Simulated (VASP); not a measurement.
# Te2Mo (P6_3/mmc) in VASP: notebook

Aim: see how the results for Te2Mo move with the level of theory and the settings. Levels: PBE, revPBE+D3(BJ), revPBE+D4. Tasks: single point, relaxation of cell and atoms.

Program: VASP 6.6.1. These are calculated values, not measurements. Logs are shortened: lines on timing, memory, paths and dates and some standing lists are left out, and cuts for length are marked.

**The experiment to reproduce.**

From “Broadband infrared study of pressure-tunable Fano resonance and metallization transition in 2H-MoTe2”, 2022, pmc:9569381, for a bulk crystal of Te2Mo at 300 K: band gap 0.88 ± 0.05 eV (indirect).

The runs below are set against these values where they give the same quantity.

**1. The cell of the first run**

It takes space group P6_3/mmc (No. 194, hexagonal). Conventional cell: a = 3.542 Å, b = 3.542 Å, c = 14.066 Å, α = 90.00°, β = 90.00°, γ = 120.00°. Within 3.6 Å of Te (site symmetry 3m) lie 3 Mo at 2.73 Å and 6 Te at 3.54 Å. Mo (site symmetry -6m2) has 6 Te at 2.73 Å and 6 Mo at 3.54 Å within 3.6 Å.

**2. Single point, PBE**

Contents of INCAR:

```
PREC = Accurate ; ENCUT = 520
EDIFF = 1E-6 ; ISMEAR = -1
SIGMA = 0.05 ; LREAL = F
LASPH = T ; NELM = 80
ALGO = Normal ; ISIF = 2
LWAVE = F ; LCHARG = T
GGA = PE ; LELF = T
LVHAR = T ; NBANDS = 35
```

Contents of KPOINTS:

```
regular mesh
0
Gamma
  9 9 2
```

Contents of POSCAR:

```
Te2Mo
1.0
    3.5415000168      0.0000000000      0.0000000000
   -1.7707500084      3.0670289820      0.0000000000
    0.0000000000      0.0000000000     14.0661430943
Te Mo
4 2
Direct
    0.6666666667      0.3333333333      0.3790000000
    0.3333333333      0.6666666667      0.8790000000
    0.6666666667      0.3333333333      0.1210000000
    0.3333333333      0.6666666667      0.6210000000
    0.6666666667      0.3333333333      0.7500000000
    0.3333333333      0.6666666667      0.2500000000
```

Potentials or basis: VASP PAW PBE potentials, release 64 (Te, Mo_sv).

Run with:

```bash
> cat potpaw_PBE.64/Te/POTCAR potpaw_PBE.64/Mo_sv/POTCAR > POTCAR
> mpirun -np 1 vasp_std > vasp.out
```

OUTCAR:

```text
PREC = Accurate
   ENCUT = 520
   EDIFF = 1E-6
   ISMEAR = -1
   LREAL = F
   LASPH = T
   NELM = 80
   ISIF = 2
   GGA = PE

 ion  position               nearest neighbor table
   1  0.667  0.333  0.379-   6 2.73   6 2.73   6 2.73   3 3.63
   2  0.333  0.667  0.879-   5 2.73   5 2.73   5 2.73   4 3.63
   3  0.667  0.333  0.121-   6 2.73   6 2.73   6 2.73   1 3.63
   4  0.333  0.667  0.621-   5 2.73   5 2.73   5 2.73   2 3.63
   5  0.667  0.333  0.750-   2 2.73   4 2.73   2 2.73   4 2.73   2 2.73   4 2.73
   6  0.333  0.667  0.250-   1 2.73   3 2.73   1 2.73   3 2.73   1 2.73   3 2.73

  LATTYP: Found a hexagonal cell.
 ALAT       =     3.5415000168
 C/A-ratio  =     3.9718037633

  Lattice vectors:

 A1 = (   3.5415000168,   0.0000000000,   0.0000000000)
 A2 = (  -1.7707500084,   3.0670289820,   0.0000000000)
 A3 = (   0.0000000000,   0.0000000000,  14.0661430943)

Analysis of symmetry for initial positions (statically):
=====================================================================
 Subroutine PRICEL returns:
 Original cell was already a primitive cell.

 Routine SETGRP: Setting up the symmetry group for a
 hexagonal supercell.

 Subroutine GETGRP returns: Found 24 space group operations
 (whereof 12 operations were pure point group operations)
 out of a pool of 24 trial point group operations.

The static configuration has the point symmetry D_3d.
 The point group associated with its full space group is D_6h.

Analysis of symmetry for dynamics (positions and initial velocities):
=====================================================================
 Subroutine PRICEL returns:
 Original cell was already a primitive cell.

 Routine SETGRP: Setting up the symmetry group for a
 hexagonal supercell.

 Subroutine GETGRP returns: Found 24 space group operations
 (whereof 12 operations were pure point group operations)
 out of a pool of 24 trial point group operations.

The dynamic configuration has the point symmetry D_3d.
 The point group associated with its full space group is D_6h.

 Subroutine INISYM returns: Found 24 space group operations
 (whereof 12 operations are pure point group operations),
 and found     1 'primitive' translations

----------------------------------------------------------------------------------------

                                     Primitive cell

  volume of cell :     152.7848

  direct lattice vectors                    reciprocal lattice vectors
     3.541500017  0.000000000  0.000000000     0.282366228  0.163024218  0.000000000
    -1.770750008  3.067028982  0.000000000     0.000000000  0.326048435  0.000000000
     0.000000000  0.000000000 14.066143094     0.000000000  0.000000000  0.071092694

  length of vectors
     3.541500017  3.541500017 14.066143094     0.326048435  0.326048435  0.071092694

  position of ions in fractional coordinates (direct lattice)
     0.666666667  0.333333333  0.379000000
     0.333333333  0.666666667  0.879000000
     0.666666667  0.333333333  0.121000000
     0.333333333  0.666666667  0.621000000
     0.666666667  0.333333333  0.750000000
     0.333333333  0.666666667  0.250000000

  ion indices of the primitive-cell ions
   primitive index   ion index
                 1           1
                 2           2
                 3           3
                 4           4
                 5           5
                 6           6

----------------------------------------------------------------------------------------

 KPOINTS: regular mesh

Automatic generation of k-mesh.
 Grid dimensions read from file:
 generate k-points for:    9    9    2

 Generating k-lattice:

  Cartesian coordinates                     Fractional coordinates (reciprocal lattice)
     0.031374025  0.018113802  0.000000000     0.111111111 -0.000000000  0.000000000
     0.000000000  0.036227604  0.000000000     0.000000000  0.111111111  0.000000000
     0.000000000  0.000000000  0.035546347     0.000000000  0.000000000  0.500000000

  Length of vectors
     0.036227604  0.036227604  0.035546347

  Shift w.r.t. Gamma in fractional coordinates (k-lattice)
     0.000000000  0.000000000  0.000000000

 Subroutine IBZKPT returns following result:
 ===========================================

 Found     24 irreducible k-points:

 Following reciprocal coordinates:
            Coordinates               Weight
  0.000000  0.000000  0.000000      1.000000
  0.111111 -0.000000  0.000000      6.000000
  0.222222 -0.000000  0.000000      6.000000
  0.333333 -0.000000  0.000000      6.000000
  0.444444 -0.000000  0.000000      6.000000
  0.111111  0.111111  0.000000      6.000000
[... 16 lines left out ...]
  0.333333  0.222222  0.500000     12.000000
  0.333333  0.333333  0.500000      2.000000
   k-points           NKPTS =     24   k-points in BZ     NKDIM =     24   number of bands    NBANDS=     35
   number of dos      NEDOS =    301   number of ions     NIONS =      6
   total plane-waves  NPLWV =  84672
   dimension x,y,z NGX =    28 NGY =   28 NGZ =  108
   dimension x,y,z NGXF=    56 NGYF=   56 NGZF=  216
   ions per type =               4   2
   NGX,Y,Z   is equivalent  to a cutoff of  13.14, 13.14, 12.76 a.u.
   NGXF,Y,Z  is equivalent  to a cutoff of  26.29, 26.29, 25.53 a.u.
 SYSTEM =  unknown system
   PREC   = accura    normal or accurate (medium, high low for compatibility)
   ISTART =      0    job   : 0-new  1-cont  2-samecut
   ICHARG =      2    charge: 1-file 2-atom 10-const
   ISPIN  =      1    spin polarized calculation?
   LNONCOLLINEAR =      F non collinear calculations
   LSORBIT =      F    spin-orbit coupling
   LASPH  =      T    aspherical Exc in radial PAW
   ENCUT  =  520.0 eV  38.22 Ry    6.18 a.u.   6.58  6.58 26.15*2*pi/ulx,y,z
   NELM   =     80;   NELMIN=  2; NELMDL= -5     # of ELM steps
   EDIFF  = 0.1E-05   stopping-criterion for ELM
   LREAL  =      F    real-space projection
   EDIFFG = 0.1E-04   stopping-criterion for IOM
   NSW    =      0    number of steps for IOM
   IBRION =     -1    ionic relax: 0-MD 1-quasi-New 2-CG
   NFREE  =      0    steps in history (QN), initial steepest desc. (CG)
   ISIF   =      2    stress and relaxation
   ISYM   =      2    0-nonsym 1-usesym 2-fastsym
   POTIM  = 0.5000    time-step for ionic-motion
   TEBEG  =    0.0;   TEEND  =   0.0 temperature during run
   PSTRESS=    0.0 pullay stress
   NELECT =      52.0000    total number of electrons
   NUPDOWN=      -1.0000    fix difference up-down
   EMIN   =  10.00;   EMAX   =-10.00  energy-range for DOS
   EFERMI =   0.00;   METHOD = LEGACY
   ISMEAR =    -1;   SIGMA  =   0.05  broadening in eV -4-tet -1-fermi 0-gaus
   EFERMI_NEDOS =   21; number of points for ismear=-14 and -15
   IALGO  =     38    algorithm
   IMIX   =      4    mixing-type and parameters
     AMIX     =   0.40;   BMIX     =  1.00
     AMIX_MAG =   1.60;   BMIX_MAG =  1.00
  volume/ion in A,a.u.               =      25.46       171.84
  Fermi-wavevector in a.u.,A,eV,Ry     =   1.143008  2.159972 17.775563  1.306467
  Thomas-Fermi vector in A             =   2.279704
   LORBIT       =      0    0 simple, 1 ext, 2 COOP (PROOUT), +10 PAW based schemes
   GGA     = PE    functional components
   LHFCALC =     F    Hartree Fock is set to
   AEXX    =    0.0000 exact exchange contribution
   IVDW    =     0    specifies the selected vdW correction
   LEPSILON=     F    determine dielectric tensor
   LRPA    =     F    only Hartree local field effects (RPA)
 non-spin polarized calculation
  energy-cutoff  :      520.00
  volume of cell :      152.78
 maximum number of plane-waves:      4192
 NGX is ok and might be reduce to    28
   NGX = 13   NGY = 13   NGZ = 53

 number of electron      52.0000000 magnetization

 Free energy of the ion-electron system (eV)
  ---------------------------------------------------
  ext. energy  EPLUGINS =         0.00000000
  ---------------------------------------------------
  free energy    TOTEN  =       -36.02296838 eV

  energy without entropy =      -36.02294277  energy(sigma->0) =      -36.02295558

 E-fermi :   8.2608     XC(G=0): -10.3487

 val. band max:        7.8910769234   @ k =   0.0000   0.0000   0.0000
 cond. band min:       8.6779907102   @ k =   0.2222   0.2222   0.0000
 fundamental gap:      0.7869137868
 Fermi energy:         8.2608119312

 k-point     1 :       0.0000    0.0000    0.0000
  band No.  band energies     occupation
      1     -52.9416      2.00000
      2     -52.9416      2.00000
      3     -27.0931      2.00000
      4     -27.0931      2.00000
      5     -26.9819      2.00000
      6     -26.9819      2.00000
[... 27 lines left out ...]
     34      11.1775      0.00000
     35      13.4560      0.00000

 k-point     2 :       0.1111   -0.0000    0.0000
  band No.  band energies     occupation
      1     -52.9406      2.00000
      2     -52.9406      2.00000
      3     -27.0900      2.00000
      4     -27.0900      2.00000
      5     -26.9960      2.00000
      6     -26.9960      2.00000
[... 27 lines left out ...]
     34      11.0362      0.00000
     35      14.0712      0.00000

 k-point     3 :       0.2222   -0.0000    0.0000
  band No.  band energies     occupation
      1     -52.9380      2.00000
      2     -52.9379      2.00000
      3     -27.0823      2.00000
      4     -27.0823      2.00000
      5     -27.0315      2.00000
      6     -27.0315      2.00000
[... 27 lines left out ...]
     34      11.3484      0.00000
     35      14.1027      0.00000
[... 723 lines left out ...]
 k-point    23 :       0.3333    0.2222    0.5000
  band No.  band energies     occupation
      1     -52.9322      2.00000
      2     -52.9322      2.00000
      3     -27.0836      2.00000
      4     -27.0836      2.00000
      5     -27.0651      2.00000
      6     -27.0651      2.00000
[... 27 lines left out ...]
     34      11.3945      0.00000
     35      12.8476      0.00000

 k-point    24 :       0.3333    0.3333    0.5000
  band No.  band energies     occupation
      1     -52.9317      2.00000
      2     -52.9317      2.00000
      3     -27.0725      2.00000
      4     -27.0725      2.00000
      5     -27.0636      2.00000
      6     -27.0636      2.00000
[... 27 lines left out ...]
     34      11.4363      0.00000
     35      12.8165      0.00000

------------------------ aborting loop because EDIFF is reached ----------------------------------------

  FORCE on cell =-STRESS in cart. coord.  units (eV):
  Direction    XX          YY          ZZ          XY          YZ          ZX
  --------------------------------------------------------------------------------------
  -------------------------------------------------------------------------------------
  Total        0.7597378      0.7597378      1.0165465      0.0000000     -0.0000000      0.0000000
  in kB        7.9669882      7.9669882     10.6600111      0.0000000     -0.0000000      0.0000000
  external PRESSURE =       8.8646625 kB  Pullay stress =       0.0000000 kB

 VOLUME and BASIS-vectors are now :
 -----------------------------------------------------------------------------
  energy-cutoff  :      520.00
  volume of cell :      152.78
      direct lattice vectors                 reciprocal lattice vectors
     3.541500017  0.000000000  0.000000000     0.282366228  0.163024218  0.000000000
    -1.770750008  3.067028982  0.000000000     0.000000000  0.326048435  0.000000000
     0.000000000  0.000000000 14.066143094     0.000000000  0.000000000  0.071092694

 POSITION                                       TOTAL-FORCE (eV/Angst)
 -----------------------------------------------------------------------------------
      1.77075      1.02234      5.33107        -0.000000      0.000000     -0.079313
     -0.00000      2.04469     12.36414        -0.000000      0.000000     -0.079313
      1.77075      1.02234      1.70200        -0.000000      0.000000      0.079313
     -0.00000      2.04469      8.73507        -0.000000      0.000000      0.079313
      1.77075      1.02234     10.54961         0.000000     -0.000000      0.000000
     -0.00000      2.04469      3.51654        -0.000000     -0.000000      0.000000
 -----------------------------------------------------------------------------------
    total drift:                               -0.000000      0.000000     -0.000000

  FREE ENERGIE OF THE ION-ELECTRON SYSTEM (eV)
  ---------------------------------------------------
  free  energy   TOTEN  =       -36.0229683832 eV

  energy  without entropy=      -36.0229427713  energy(sigma->0) =      -36.02295558
```

Run time: 4.3 min. Hardware: 1 thread of Intel Xeon 8259CL, shared host; peak memory 0.34 GiB.

Results:

- Free energy: -36.0230 eV
- Pressure: 0.9 GPa
- Largest force: 0.079 eV/Å
- Band gap on the k mesh: 0.79 eV, indirect (least direct gap 1.01 eV)

Forces on the atoms (eV/Å):
```
Te   0.000  0.000 -0.079
Te   0.000  0.000 -0.079
Te   0.000  0.000  0.079
Te   0.000  0.000  0.079
Mo   0.000  0.000  0.000
Mo   0.000  0.000  0.000
```

Caveat: spin-orbit coupling is left out, which moves the levels of the heavy elements; this functional lacks dispersion, which binds the layers, so the pressure and a relaxed spacing across them are unreliable.

**3. Single point, PBE**

This run uses another cell than the first one, of 26.46 Å³/atom, 1.039 times its volume.

Contents of INCAR:

```
SYSTEM = Te2Mo
ALGO     = Normal         ! electronic algorithm
EDIFF    = 1E-6           ! SCF threshold, eV
ENCUT    = 520            ! plane-wave cutoff, eV
GGA      = PE             ! functional
ISIF     = 2              ! what is computed and relaxed
ISMEAR   = -1             ! smearing method
LASPH    = .TRUE.         ! aspherical terms in the spheres
LCHARG   = .FALSE.        ! write CHGCAR
LREAL    = .FALSE.        ! projectors in reciprocal space
LWAVE    = .FALSE.        ! write WAVECAR
NBANDS   = 35             ! bands
NELM     = 60             ! most SCF steps
PREC     = Accurate       ! precision mode
SIGMA    = 0.05           ! smearing width, eV
```

Contents of KPOINTS:

```
k-points
0
G
  9 9 2
  0 0 0
```

POSCAR: that of step 2 with these lines changed.

```diff
@@ -2,5 +2,5 @@
 1.0
-    3.5415000168      0.0000000000      0.0000000000
-   -1.7707500084      3.0670289820      0.0000000000
-    0.0000000000      0.0000000000     14.0661430943
+    3.5872018318      0.0000000000      0.0000000000
+   -1.7936009159      3.1066079149      0.0000000000
+    0.0000000000      0.0000000000     14.2476617354
 Te Mo
```

Potentials or basis: VASP PAW PBE potentials, release 64 (Te, Mo_sv).

Run with:

```bash
> cat potpaw_PBE.64/Te/POTCAR potpaw_PBE.64/Mo_sv/POTCAR > POTCAR
> mpirun -np 1 vasp_std > vasp.out
```

It took 4.4 min on 1 thread of Intel Xeon 8259CL, shared host; peak memory 0.35 GiB.

It converged, with:

| Quantity | Value |
| --- | --- |
| Free energy | -35.9914 eV |
| Pressure | -2.5 GPa |
| Largest force | 0.557 eV/Å |
| Band gap on the k mesh | 0.80 eV, indirect (least direct gap 0.96 eV) |

Forces on the atoms (eV/Å):
```
Te   0.000  0.000 -0.557
Te   0.000  0.000 -0.557
Te   0.000  0.000  0.557
Te   0.000  0.000  0.557
Mo   0.000  0.000  0.000
Mo   0.000  0.000  0.000
```

Stress tensor (GPa, compression positive):
```
-2.33  0.00  0.00
 0.00 -2.33  0.00
 0.00  0.00 -2.92
```

Levels at points of the mesh, in eV from the valence-band top:
| k point | band 23 | band 24 | band 25 | band 26 | band 27 | band 28 | band 29 | band 30 |
| --- | --- | --- | --- | --- | --- | --- | --- | --- |
| (0.00, 0.00, 0.00) | -0.93 | -0.89 | -0.35 | 0.00 | 2.70 | 2.70 | 2.82 | 2.82 |
| (0.00, 0.00, 0.50) | -0.95 | -0.95 | -0.08 | -0.08 | 2.74 | 2.74 | 2.74 | 2.74 |

Caveat: spin-orbit coupling is left out, which moves the levels of the heavy elements; this functional lacks dispersion, which binds the layers, so the pressure and a relaxed spacing across them are unreliable.

**4. Relaxation of cell and atoms, revPBE+D3(BJ)**

This run uses another cell than the first one, of 24.96 Å³/atom, 0.980 times its volume.

Contents of INCAR:

```
PREC = Accurate ; ENCUT = 600
EDIFF = 1E-6 ; ISMEAR = -1
SIGMA = 0.05 ; LREAL = F
LASPH = T ; NELM = 80
ALGO = Normal ; ISIF = 3
LWAVE = F ; LCHARG = F
GGA = RE ; IVDW = 12
IBRION = 2 ; NSW = 60
EDIFFG = -0.01
```

Contents of KPOINTS:

```
Automatic mesh
0
Gamma
  9 9 2
```

POSCAR: that of step 3 with these lines changed.

```diff
@@ -2,5 +2,5 @@
 1.0
-    3.5872018318      0.0000000000      0.0000000000
-   -1.7936009159      3.1066079149      0.0000000000
-    0.0000000000      0.0000000000     14.2476617354
+    3.5182000000      0.0000000000      0.0000000000
+   -1.7591000000      3.0468505756      0.0000000000
+    0.0000000000      0.0000000000     13.9736000000
 Te Mo
```

Run with:

```bash
> cat potpaw_PBE.64/Te/POTCAR potpaw_PBE.64/Mo_sv/POTCAR > POTCAR
> mpirun -np 1 vasp_std > vasp.out
```

Wall time 28 min (1 thread of Oxide Virtual Turin-like, shared host); peak memory 0.35 GiB.

The run converged. Its results:

```yaml
Free_energy: -39.9279 eV
Relaxed_volume: 23.14 Å³/atom
Relaxed_cell: a = 3.460 Å, b = 3.460 Å, c = 13.387 Å, α = 90.00°, β = 90.00°, γ = 120.00°
Space_group_after_relaxing_to_0.05_Å: P6_3/mmc (No. 194)
Energy_gained_by_relaxing: 21.6 meV/atom
Ionic_steps: 13
Pressure_after_relaxing: 0.0 GPa
Band_gap_on_the_k_mesh: 0.49 eV, indirect (least direct gap 0.83 eV)
Dispersion_energy_per_atom: -1.090 eV
```

Forces on the atoms (eV/Å):
```
Te   0.000  0.000  0.003
Te   0.000  0.000  0.003
Te   0.000  0.000 -0.003
Te   0.000  0.000 -0.003
Mo   0.000  0.000  0.000
Mo   0.000  0.000  0.000
```

The path:
```tsv
step	energy change (eV)	largest force (eV/Å)	pressure (GPa)	volume (Å³)
1	0.0000	0.2226	-2.23	149.79
2	-0.0258	0.7520	2.32	142.37
3	-0.0382	0.5525	0.58	145.01
4	-0.0781	0.2194	0.09	142.80
5	-0.0807	0.1113	-0.06	142.07
6	-0.1082	0.0712	-0.10	140.85
7	-0.1293	0.0305	0.03	138.47
8	-0.1294	0.0197	0.01	138.67
9	-0.1294	0.0234	0.01	138.61
10	-0.1296	0.0160	0.12	138.71
11	-0.1296	0.0053	0.10	138.68
12	-0.1295	0.0038	-0.11	139.06
13	-0.1296	0.0026	0.01	138.81
```

Final structure:
```
Te Mo
1.0
     3.46022    0.00000    0.00000
    -1.73011    2.99663    0.00000
     0.00000    0.00000   13.38728
Te Mo
4 2
Cartesian
  1.7301 0.9989 5.1717
  0.0000 1.9978 11.8653
  1.7301 0.9989 1.5220
  0.0000 1.9978 8.2156
  1.7301 0.9989 10.0405
  0.0000 1.9978 3.3468
```

Levels at points of the mesh, in eV from the valence-band top:
| k point | band 23 | band 24 | band 25 | band 26 | band 27 | band 28 | band 29 | band 30 |
| --- | --- | --- | --- | --- | --- | --- | --- | --- |
| (0.00, 0.00, 0.00) | -1.09 | -1.09 | -0.06 | -0.06 | 2.80 | 2.80 | 2.97 | 2.97 |
| (0.00, 0.00, 0.50) | -1.13 | -1.13 | -0.05 | -0.05 | 2.84 | 2.84 | 2.84 | 2.84 |

Caveat: the PAW data sets were made with another functional, which shifts forces and pressure a little; spin-orbit coupling is left out, which moves the levels of the heavy elements. A hybrid or GW would open this gap; revPBE tends to underestimate it.

[end of part 1 of 2]
